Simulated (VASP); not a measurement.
# Ru in VASP: relaxation of the atoms with LDA

Aim: the relaxation of the atoms of Ru with LDA.

Program: VASP 6.6.1. These are calculated values, not measurements. Logs are shortened: lines on timing, memory, paths and dates and some standing lists are left out, and cuts for length are marked.

## 1. The cell of the first run

The cell holds a slab with vacuum, 4 atoms: a = 2.674 Å, b = 2.674 Å, c = 20.340 Å, α = 90.00°, β = 90.00°, γ = 120.00°.

## 2. Relaxation of the atoms, LDA

INCAR

```
SYSTEM = Ru
PREC = Accurate ; ENCUT = 520
EDIFF = 1E-6 ; ISMEAR = 0
SIGMA = 0.1 ; LREAL = .FALSE.
LASPH = .TRUE. ; NELM = 80
ALGO = Normal ; ISIF = 2
LWAVE = .FALSE. ; LCHARG = .FALSE.
LDIPOL = .TRUE. ; IDIPOL = 3
DIPOL = 0.5 0.5 0.500 ; GGA = CA
IBRION = 2 ; NSW = 70
EDIFFG = -0.03 ; LUSENCCL = .FALSE.
```

KPOINTS

```
Automatic mesh
0
G
  12 12 1
  0 0 0
```

POSCAR

```
Ru
1.0
    2.6740588505      0.0000000000      0.0000000000
   -1.3370294252      2.3158028957      0.0000000000
    0.0000000000      0.0000000000     20.3401414788
Ru
4
Selective dynamics
Direct
    0.6666666667      0.3333333333      0.3441470654  F F F
    0.3333333333      0.6666666667      0.4480490218  F F F
    0.6666666667      0.3333333333      0.5519509782  T T T
    0.3333333333      0.6666666667      0.6558529346  T T T
```

Potentials or basis: VASP PAW LDA potentials, release 64 (Ru_pv).

Launch:

```console
> cat potpaw_LDA.64/Ru_pv/POTCAR > POTCAR
> mpirun -np 1 vasp_std > vasp.out
```

OUTCAR:

```text
SYSTEM = Ru
   PREC = Accurate
   ENCUT = 520
   EDIFF = 1E-6
   ISMEAR = 0
   LREAL = .FALSE.
   LASPH = .TRUE.
   NELM = 80
   ISIF = 2
   GGA = CA
   IBRION = 2
   NSW = 70
   EDIFFG = -0.03

 ion  position               nearest neighbor table
   1  0.667  0.333  0.344-   2 2.62   2 2.62   2 2.62
   2  0.333  0.667  0.448-   3 2.62   1 2.62   3 2.62   1 2.62   3 2.62   1 2.62
   3  0.667  0.333  0.552-   2 2.62   4 2.62   2 2.62   4 2.62   2 2.62   4 2.62
   4  0.333  0.667  0.656-   3 2.62   3 2.62   3 2.62

  LATTYP: Found a hexagonal cell.
 ALAT       =     2.6740588505
 C/A-ratio  =     7.6064674025

  Lattice vectors:

 A1 = (   2.6740588505,   0.0000000000,   0.0000000000)
 A2 = (  -1.3370294252,   2.3158028957,   0.0000000000)
 A3 = (   0.0000000000,   0.0000000000,  20.3401414788)

Analysis of symmetry for initial positions (statically):
=====================================================================
 Subroutine PRICEL returns:
 Original cell was already a primitive cell.

 Routine SETGRP: Setting up the symmetry group for a
 hexagonal supercell.

 Subroutine GETGRP returns: Found 12 space group operations
 (whereof 12 operations were pure point group operations)
 out of a pool of 24 trial point group operations.

The static configuration has the point symmetry D_3d.

Analysis of symmetry for dynamics (positions and initial velocities):
=====================================================================
 Subroutine PRICEL returns:
 Original cell was already a primitive cell.

 Routine SETGRP: Setting up the symmetry group for a
 hexagonal supercell.

 Subroutine GETGRP returns: Found 12 space group operations
 (whereof 12 operations were pure point group operations)
 out of a pool of 24 trial point group operations.

The dynamic configuration has the point symmetry D_3d.

Analysis of constrained symmetry for selective dynamics:
=====================================================================
 Subroutine PRICEL returns:
 Original cell was already a primitive cell.

 Routine SETGRP: Setting up the symmetry group for a
 hexagonal supercell.

 Subroutine GETGRP returns: Found  6 space group operations
 (whereof  6 operations were pure point group operations)
 out of a pool of 24 trial point group operations.

The constrained configuration has the point symmetry C_3v.

 Subroutine INISYM returns: Found  6 space group operations
 (whereof  6 operations are pure point group operations),
 and found     1 'primitive' translations

----------------------------------------------------------------------------------------

                                     Primitive cell

  volume of cell :     125.9582

  direct lattice vectors                    reciprocal lattice vectors
     2.674058850  0.000000000  0.000000000     0.373963348  0.215907840 -0.000000000
    -1.337029425  2.315802896  0.000000000     0.000000000  0.431815679  0.000000000
     0.000000000  0.000000000 20.340141479     0.000000000 -0.000000000  0.049163866

  length of vectors
     2.674058850  2.674058850 20.340141479     0.431815679  0.431815679  0.049163866

  position of ions in fractional coordinates (direct lattice)
     0.666666667  0.333333333  0.344147065
     0.333333333  0.666666667  0.448049022
     0.666666667  0.333333333  0.551950978
     0.333333333  0.666666667  0.655852935

  ion indices of the primitive-cell ions
   primitive index   ion index
                 1           1
                 2           2
                 3           3
                 4           4

----------------------------------------------------------------------------------------

 KPOINTS: Automatic mesh

Automatic generation of k-mesh.
 Grid dimensions read from file:
 generate k-points for:   12   12    1

 Generating k-lattice:

  Cartesian coordinates                     Fractional coordinates (reciprocal lattice)
     0.031163612  0.017992320 -0.000000000     0.083333333 -0.000000000  0.000000000
     0.000000000  0.035984640  0.000000000     0.000000000  0.083333333  0.000000000
     0.000000000 -0.000000000  0.049163866     0.000000000  0.000000000  1.000000000

  Length of vectors
     0.035984640  0.035984640  0.049163866

  Shift w.r.t. Gamma in fractional coordinates (k-lattice)
     0.000000000  0.000000000  0.000000000

 Subroutine IBZKPT returns following result:
 ===========================================

 Found     19 irreducible k-points:

 Following reciprocal coordinates:
            Coordinates               Weight
  0.000000  0.000000  0.000000      1.000000
  0.083333  0.000000  0.000000      6.000000
  0.166667  0.000000  0.000000      6.000000
  0.250000  0.000000  0.000000      6.000000
  0.333333  0.000000  0.000000      6.000000
  0.416667  0.000000  0.000000      6.000000
[... 11 lines left out ...]
  0.333333  0.250000  0.000000     12.000000
  0.333333  0.333333  0.000000      2.000000
   k-points           NKPTS =     19   k-points in BZ     NKDIM =     19   number of bands    NBANDS=     33
   number of dos      NEDOS =    301   number of ions     NIONS =      4
   total plane-waves  NPLWV =  64000
   dimension x,y,z NGX =    20 NGY =   20 NGZ =  160
   dimension x,y,z NGXF=    40 NGYF=   40 NGZF=  320
   ions per type =               4
   NGX,Y,Z   is equivalent  to a cutoff of  12.43, 12.43, 13.08 a.u.
   NGXF,Y,Z  is equivalent  to a cutoff of  24.87, 24.87, 26.15 a.u.
 SYSTEM =  Ru
   PREC   = accura    normal or accurate (medium, high low for compatibility)
   ISTART =      0    job   : 0-new  1-cont  2-samecut
   ICHARG =      2    charge: 1-file 2-atom 10-const
   ISPIN  =      1    spin polarized calculation?
   LNONCOLLINEAR =      F non collinear calculations
   LSORBIT =      F    spin-orbit coupling
   LASPH  =      T    aspherical Exc in radial PAW
   ENCUT  =  520.0 eV  38.22 Ry    6.18 a.u.   4.97  4.97 37.82*2*pi/ulx,y,z
   NELM   =     80;   NELMIN=  2; NELMDL= -5     # of ELM steps
   EDIFF  = 0.1E-05   stopping-criterion for ELM
   LREAL  =      F    real-space projection
   EDIFFG = -.3E-01   stopping-criterion for IOM
   NSW    =     70    number of steps for IOM
   IBRION =      2    ionic relax: 0-MD 1-quasi-New 2-CG
   NFREE  =      1    steps in history (QN), initial steepest desc. (CG)
   ISIF   =      2    stress and relaxation
   ISYM   =      2    0-nonsym 1-usesym 2-fastsym
   POTIM  = 0.5000    time-step for ionic-motion
   TEBEG  =    0.0;   TEEND  =   0.0 temperature during run
   PSTRESS=    0.0 pullay stress
   NELECT =      56.0000    total number of electrons
   NUPDOWN=      -1.0000    fix difference up-down
   EMIN   =  10.00;   EMAX   =-10.00  energy-range for DOS
   EFERMI =   0.00;   METHOD = LEGACY
   ISMEAR =     0;   SIGMA  =   0.10  broadening in eV -4-tet -1-fermi 0-gaus
   EFERMI_NEDOS =   21; number of points for ismear=-14 and -15
   IALGO  =     38    algorithm
   IMIX   =      4    mixing-type and parameters
     AMIX     =   0.40;   BMIX     =  1.00
     AMIX_MAG =   1.60;   BMIX_MAG =  1.00
  volume/ion in A,a.u.               =      31.49       212.50
  Fermi-wavevector in a.u.,A,eV,Ry     =   1.249478  2.361171 21.241356  1.561196
  Thomas-Fermi vector in A             =   2.383517
   LORBIT       =      0    0 simple, 1 ext, 2 COOP (PROOUT), +10 PAW based schemes
   GGA     = CA    functional components
   LHFCALC =     F    Hartree Fock is set to
   AEXX    =    0.0000 exact exchange contribution
   IVDW    =     0    specifies the selected vdW correction
   LEPSILON=     F    determine dielectric tensor
   LRPA    =     F    only Hartree local field effects (RPA)
 conjugate gradient relaxation of ions
 non-spin polarized calculation
 Gauss-broadening in eV      SIGMA  =   0.10
  energy-cutoff  :      520.00
  volume of cell :      125.96
 maximum number of plane-waves:      3459
 NGX is ok and might be reduce to    20
   NGX =  9   NGY =  9   NGZ = 75

--------------------------------------- Ionic step        1  -------------------------------------------

 number of electron      56.0000000 magnetization

 Free energy of the ion-electron system (eV)
  ---------------------------------------------------
  ext. energy  EPLUGINS =         0.00000000
  ---------------------------------------------------
  free energy    TOTEN  =       -40.26413549 eV

  energy without entropy =      -40.24239936  energy(sigma->0) =      -40.25326743

------------------------ aborting loop because EDIFF is reached ----------------------------------------

 vacuum level on the upper side and lower side of the slab       (xc-potential included)        -0.210        -0.209

  FORCE on cell =-STRESS in cart. coord.  units (eV):
  Direction    XX          YY          ZZ          XY          YZ          ZX
  --------------------------------------------------------------------------------------
  -------------------------------------------------------------------------------------
  Total       -4.2425973     -4.2425973     -3.2324884     -0.0000000      0.0000000      0.0000000
  in kB      -53.9654589    -53.9654589    -41.1169638     -0.0000000      0.0000000      0.0000000
  external PRESSURE =     -49.6826272 kB  Pullay stress =       0.0000000 kB
[... 133 lines left out ...]
  FREE ENERGIE OF THE ION-ELECTRON SYSTEM (eV)
  ---------------------------------------------------
  free  energy   TOTEN  =       -40.2838931486 eV

  energy  without entropy=      -40.2611979520  energy(sigma->0) =      -40.27254555

 dipolmoment           0.000000      0.000000      0.003600 electrons x Angstroem

--------------------------------------- Ionic step        5  -------------------------------------------

 number of electron      55.9999999 magnetization

 dipolmoment           0.000000      0.000000     -0.001137 electrons x Angstroem

 Free energy of the ion-electron system (eV)
  ---------------------------------------------------
  ext. energy  EPLUGINS =         0.00000000
  ---------------------------------------------------
  free energy    TOTEN  =       -40.28676691 eV

  energy without entropy =      -40.26457246  energy(sigma->0) =      -40.27566969

 E-fermi :   2.4543     XC(G=0):  -7.0976

 val. band max:        2.4319873865   @ k =   0.2500   0.0833   0.0000
 cond. band min:       2.4556944949   @ k =   0.2500   0.0000   0.0000
 fundamental gap:      0.0237071084
 Fermi energy:         2.4543019754

 k-point     1 :       0.0000    0.0000    0.0000
  band No.  band energies     occupation
      1     -41.1336      2.00000
      2     -40.6249      2.00000
      3     -40.2132      2.00000
      4     -40.2132      2.00000
      5     -40.1015      2.00000
      6     -40.1015      2.00000
[... 673 lines left out ...]
     32       3.7044      0.00000
     33      10.2173      0.00000

------------------------ aborting loop because EDIFF is reached ----------------------------------------

 vacuum level on the upper side and lower side of the slab       (xc-potential included)        -0.026         0.007

  FORCE on cell =-STRESS in cart. coord.  units (eV):
  Direction    XX          YY          ZZ          XY          YZ          ZX
  --------------------------------------------------------------------------------------
  -------------------------------------------------------------------------------------
  Total       -3.6485346     -3.6485346     -1.4926218     -0.0000000      0.0000000      0.0000000
  in kB      -46.4090335    -46.4090335    -18.9860154     -0.0000000      0.0000000      0.0000000
  external PRESSURE =     -37.2680275 kB  Pullay stress =       0.0000000 kB
[... 19 lines left out ...]
  FREE ENERGIE OF THE ION-ELECTRON SYSTEM (eV)
  ---------------------------------------------------
  free  energy   TOTEN  =       -40.2867669112 eV

  energy  without entropy=      -40.2645724591  energy(sigma->0) =      -40.27566969

 reached required accuracy - stopping structural energy minimisation

 vacuum level on the upper side and lower side of the slab         7.869         7.900
```

It took 5.1 min on 1 × NVIDIA H100 80GB with 1 thread of AMD EPYC 7R13 (Zen 3), shared host; peak memory 1.3 GiB.

Results:

```yaml
Free_energy: -40.2868 eV
Energy_gained_by_relaxing: 5.7 meV/atom
Ionic_steps: 5
Band_gap_on_the_k_mesh: zero (bands 28 and 29 overlap by 2.57 eV)
```

Step by step:
```csv
step,energy change (eV),largest force on free atoms (eV/Å),pressure (GPa)
1,0.0000,0.6783,-4.97
2,-0.0178,0.1930,-4.32
3,-0.0178,0.1667,-4.34
4,-0.0198,0.1342,-4.19
5,-0.0226,0.0279,-3.73
```

Final structure:
```
CELL_PARAMETERS angstrom
2.67406 0.00000 0.00000
-1.33703 2.31580 0.00000
0.00000 0.00000 20.34014
ATOMIC_POSITIONS crystal
Ru 0.66667 0.33333 0.34415
Ru 0.33333 0.66667 0.44805
Ru 0.66667 0.33333 0.55190
Ru 0.33333 0.66667 0.65268
```

Levels at points of the mesh, in eV from the Fermi level:
```csv
k point,band 24,band 25,band 26,band 27,band 28,band 29,band 30,band 31
"(0.00, 0.00, 0.00)",-2.22,-2.07,-2.07,-1.83,-0.90,-0.90,0.08,0.19
"(0.50, 0.00, 0.00)",-1.05,0.17,0.21,1.13,1.50,1.50,1.72,2.14
```
